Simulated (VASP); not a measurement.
Set up this calculation in VASP 6.6.1, as the native input.

- Task: relaxation of cell and atoms
- Functional: LDA
- Potentials or basis: VASP PAW LDA potentials, release 64 (C)
- Cutoff: 600 eV
- k mesh: 18 × 18 × 18
- Occupations: gaussian, width 0.02 eV
- Spin: no spin polarisation
- Dipole correction: no
- Further INCAR settings: ALGO = Normal; EDIFF = 1e-06; IBRION = 2; EDIFFG = -0.001; NSW = 80; ISIF = 3

The structure of C lies in POSCAR:

```
C
1.0
    0.0000000000      2.1166507462      3.3597491961
    1.2227846669      0.0000000000      3.3597491961
    1.2227846669      2.1166507462      0.0000000000
C
2
Direct
    0.1667065657      0.8332934343      0.1667065657
    0.8332934343      0.1667065657      0.8332934343
```

These files were run (other wordings do the same):

INCAR

```
PREC = Accurate ; ENCUT = 600
EDIFF = 1E-6 ; ISMEAR = 0
SIGMA = 0.02 ; LREAL = False
LASPH = True ; NELM = 60
ALGO = Normal ; ISIF = 3
LWAVE = False ; LCHARG = False
IBRION = 2 ; NSW = 80
EDIFFG = -0.001
```

KPOINTS

```
regular mesh
0
Gamma
  18 18 18
```

Potentials or basis: VASP PAW LDA potentials, release 64 (C).

Launch:

```bash
$ cat potpaw_LDA.64/C/POTCAR > POTCAR
$ mpirun -np 1 vasp_std > vasp.out
```

It gave:

| Item | Value |
| --- | --- |
| Relaxed volume | 8.60 Å³/atom |
| Relaxed cell | a = 3.938 Å, b = 3.539 Å, c = 2.446 Å, α = 80.04°, β = 62.25°, γ = 37.71° |
| Space group after relaxing (to 0.1 Å) | Fmmm (No. 69) |
| Energy gained by relaxing | 0.1 meV/atom |
| Ionic steps | 23 |
| Pressure after relaxing | 0.0 GPa |

It took 13 min on 1 thread of Intel Xeon 8259CL, with other jobs on the host, peak memory 0.23 GiB.
